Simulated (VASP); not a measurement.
ZnO:

```
Zn O
1.0
     2.97686    0.00000    0.00000
    -1.48843    2.57804    0.00000
     0.00000    0.00000    5.12563
Zn O
2 2
Direct
  0.00000 0.00000 0.00000
  0.00000 0.00000 0.50000
  0.33333 0.66667 0.25000
  0.66667 0.33333 0.75000
```

Base run:

| Item | Value |
| --- | --- |
| Program | VASP 6.6.1 |
| Functional | PBE |
| Potentials or basis | VASP PAW PBE potentials, release 64 (Zn, O) |
| Cutoff | 520 eV |
| k mesh | 12 × 12 × 6 |
| Occupations | fermi-dirac, width 0.02 eV |
| Spin | no spin polarisation |

Its results: band gap on the k mesh 0.73 eV, direct; pressure 9.1 GPa.

Task: The run is repeated on the same cell with these changes: functional from PBE to r2SCAN; occupations from fermi-dirac, width 0.02 eV to gaussian, width 0.01 eV. What comes out?

Result: Band gap on the k mesh 1.34 eV, direct; pressure 1.3 GPa.

Caveats: the PAW data sets were made with another functional, which shifts forces and pressure a little (some runs).

